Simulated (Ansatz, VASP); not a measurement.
## Two plane-wave programs on InSb3

Contents of INCAR:

```
PREC = Accurate
ENCUT = 520
EDIFF = 1E-7
ISMEAR = -1
SIGMA = 0.05
LREAL = False
LASPH = True
NELM = 60
ALGO = Normal
ISIF = 2
LWAVE = False
LCHARG = False
NBANDS = 22
```

KPOINTS

```
regular mesh
0
Gamma
  6 6 6
```

File POSCAR:

```
InSb3
1.0
    0.0000000000      3.7690874206      3.7690874206
    3.7690874206      0.0000000000      3.7690874206
    3.7690874206      3.7690874206      0.0000000000
Sb In
3 1
Direct
    0.5000000000      0.5000000000      0.5000000000
    0.7500000000      0.7500000000      0.7500000000
    0.2500000000      0.2500000000      0.2500000000
    0.0000000000      0.0000000000      0.0000000000
```

The input input.yaml:

```yaml
crystal:
  lattice:
    - [0.0, 3.7690874206, 3.7690874206]
    - [3.7690874206, 0.0, 3.7690874206]
    - [3.7690874206, 3.7690874206, 0.0]
  atoms:
    - { symbol: Sb, position: [0.5, 0.5, 0.5] }
    - { symbol: Sb, position: [0.75, 0.75, 0.75] }
    - { symbol: Sb, position: [0.25, 0.25, 0.25] }
    - { symbol: In, position: [0.0, 0.0, 0.0] }
hamiltonian:
  xc: lda
  pseudopotentials: { kind: paw }
kpoints:
  mp_grid: { grid: [6, 6, 6] }
scf:
  occupations: { method: fermi_dirac, width: 0.05 }
output:
  forces: true
  stress: true
  eigenvalues: true
  write_density: true
  write_potential: true
  elf: true
  volumetric_format: npy
```

Alike in both runs: task single point; functional LDA; k mesh 6 × 6 × 6; occupations fermi-dirac, width 0.05 eV; no spin polarisation.

|  | VASP | Ansatz |
| --- | --- | --- |
| version | VASP 6.6.1 | Ansatz 0.2.0 |
| potentials or method | VASP PAW LDA potentials, release 64 (Sb, In_d) | Ansatz PAW |
| plane-wave cutoff (eV) | 520 | 420 |
| valence electrons in the cell | 28 | 58 |

|  | VASP | Ansatz | Ansatz less VASP |
| --- | --- | --- | --- |
| gap on the k mesh at the Fermi level (eV) | none | none | - |
| pressure (GPa) | -3.3 | -3.3 | -0.04 |

LDA's correlation is that of Perdew and Zunger in VASP and of Perdew and Wang (1992) in Ansatz. A gap of «none» marks a metal or a gap that the smearing closes. VASP's potentials hold 28 valence electrons a cell and Ansatz's 58, so a difference there can come from the potentials and not from the codes.

Spin-orbit coupling is off throughout.
